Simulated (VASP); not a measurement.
A run of VASP 6.6.1 is set up as follows.

The input INCAR:

```
SYSTEM = Al14CN16
PREC = Accurate ; ENCUT = 520
EDIFF = 1E-7 ; ISMEAR = 0
SIGMA = 0.01 ; LREAL = Auto
LASPH = .True. ; NELM = 120
ALGO = Normal ; ISIF = 2
LWAVE = .False. ; LCHARG = .False.
GGA = PE ; IBRION = 2
NSW = 100 ; EDIFFG = -0.03
GGA_COMPAT = .False. ; NELMIN = 4
ISYM = -1
```

KPOINTS

```
explicit points
1
Reciprocal
  0.25000000   0.25000000   0.25000000 1
```

POSCAR

```
Al14CN16
1.0
    6.2595139100      0.0000000600      0.0000000000
   -3.1297570100      5.4208980300      0.0000000000
    0.0000000000      0.0000000000     10.0348065900
C N Al
1 16 14
Direct
    0.3333333300      0.1666666700      0.2496176900
    0.3333333300      0.1666666700      0.4403823100
    0.1666666700      0.3333333300      0.1903823100
    0.3333333300      0.1666666700      0.9403823100
    0.1666666700      0.3333333300      0.6903823100
    0.3333333300      0.6666666700      0.4403823100
    0.1666666700      0.8333333300      0.1903823100
    0.3333333300      0.6666666700      0.9403823100
    0.1666666700      0.8333333300      0.6903823100
    0.8333333300      0.1666666700      0.4403823100
    0.6666666700      0.3333333300      0.1903823100
    0.8333333300      0.1666666700      0.9403823100
    0.6666666700      0.3333333300      0.6903823100
    0.8333333300      0.6666666700      0.4403823100
    0.6666666700      0.8333333300      0.1903823100
    0.8333333300      0.6666666700      0.9403823100
    0.6666666700      0.8333333300      0.6903823100
    0.3333333300      0.1666666700      0.7496176900
    0.1666666700      0.3333333300      0.9996176900
    0.3333333300      0.6666666700      0.2496176900
    0.1666666700      0.8333333300      0.4996176900
    0.3333333300      0.6666666700      0.7496176900
    0.1666666700      0.8333333300      0.9996176900
    0.8333333300      0.1666666700      0.2496176900
    0.6666666700      0.3333333300      0.4996176900
    0.8333333300      0.1666666700      0.7496176900
    0.6666666700      0.3333333300      0.9996176900
    0.8333333300      0.6666666700      0.2496176900
    0.6666666700      0.8333333300      0.4996176900
    0.8333333300      0.6666666700      0.7496176900
    0.6666666700      0.8333333300      0.9996176900
```

Potentials or basis: VASP PAW PBE potentials, release 64 (C, N, Al).

Launch:

```console
$ cat potpaw_PBE.64/C/POTCAR potpaw_PBE.64/N/POTCAR potpaw_PBE.64/Al/POTCAR > POTCAR
$ mpirun -np 1 vasp_std > vasp.out
```

Q: Estimate the energy gained by relaxing.

A: 150.7 meV/atom.

Step by step:
| step | energy change (eV) | largest force (eV/Å) | pressure (GPa) |
| --- | --- | --- | --- |
| 1 | 0.0000 | 4.4086 | -5.56 |
| 3 | -2.2326 | 3.3345 | -5.52 |
| 5 | -3.0270 | 1.9281 | -4.75 |
| 7 | -3.3462 | 1.0878 | -5.67 |
| 9 | -3.4799 | 0.5151 | -5.39 |
| 11 | -3.5638 | 0.6411 | -5.02 |
| 13 | -3.7181 | 1.5347 | -3.45 |
| 15 | -3.7485 | 1.4200 | -3.67 |
| 17 | -3.9206 | 1.7951 | -2.69 |
| 19 | -4.2209 | 0.9624 | -2.11 |
| 21 | -4.3012 | 0.7380 | -2.12 |
| 23 | -4.4741 | 0.7241 | -2.05 |
| 25 | -4.5473 | 0.5441 | -1.91 |
| 27 | -4.6060 | 0.4539 | -2.05 |
| 29 | -4.6346 | 0.4572 | -2.24 |
| 31 | -4.6469 | 0.1508 | -2.20 |
| 33 | -4.6545 | 0.1213 | -2.20 |
| 35 | -4.6643 | 0.1892 | -2.17 |
| 37 | -4.6683 | 0.1841 | -2.19 |
| 39 | -4.6700 | 0.0537 | -2.17 |
| 41 | -4.6717 | 0.0804 | -2.16 |
| 43 | -4.6725 | 0.0452 | -2.14 |
| 45 | -4.6728 | 0.0349 | -2.13 |
| 47 | -4.6732 | 0.0267 | -2.12 |
